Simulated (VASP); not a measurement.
Write the native input for VASP 6.6.1 that does the following.

* Task: single point
* Functional: PBE
* Potentials or basis: VASP PAW PBE potentials, release 64 (Hf_pv, Ta_pv, N)
* Cutoff: 520 eV
* k mesh: 6 × 6 × 6
* Occupations: gaussian, width 0.1 eV
* Spin: no spin polarisation
* Dipole correction: no
* Further INCAR settings: ALGO = Normal; EDIFF = 1e-06; NBANDS = 28

The structure of Hf2TaN2 lies in POSCAR:

```
Hf2TaN2
1.0
    2.1010188100      1.2130237800      5.1802643900
   -2.1010188100      1.2130237800      5.1802643900
    0.0000000000     -2.4260475500      5.1802643900
Hf Ta N
2 1 2
Direct
    0.5851254700      0.5851254700      0.5851254700
    0.4148745300      0.4148745300      0.4148745300
    0.0000000000      0.0000000000      0.0000000000
    0.7023445700      0.7023445700      0.7023445700
    0.2976554300      0.2976554300      0.2976554300
```

The cell was generated, and may not be a known phase.

One way to write it, as run:

INCAR

```
ALGO = Normal ; EDIFF = 1E-6
ENCUT = 520 ; GGA = PE
ISIF = 2 ; ISMEAR = 0
LASPH = T ; LCHARG = F
LREAL = F ; LWAVE = F
NBANDS = 28 ; NELM = 80
PREC = Accurate ; SIGMA = 0.1
```

KPOINTS

```
k-points
0
Gamma
  6 6 6
```

Potentials or basis: VASP PAW PBE potentials, release 64 (Hf_pv, Ta_pv, N).

The run is started by

```bash
$ cat potpaw_PBE.64/Hf_pv/POTCAR potpaw_PBE.64/Ta_pv/POTCAR potpaw_PBE.64/N/POTCAR > POTCAR
$ mpirun -np 1 vasp_std > vasp.out
```

It gave:

```json
{
 "Pressure": "16.2 GPa",
 "Largest force": "5.178 eV/Å",
 "Band gap on the k mesh": "zero (an odd number of electrons rules out a gap without spin polarisation)"
}
```

Caveat: the stress differs along the axes, from -9 to 66 GPa; spin-orbit coupling is left out, which moves the levels of the heavy elements; forces of over 1 eV/Å act on the atoms, so gaps and moduli don't describe the material at rest.

It took 79 s on 1 thread of Intel(R) Xeon(R) 6975P-C (Granite Rapids) (shared host), peak memory 0.36 GiB.
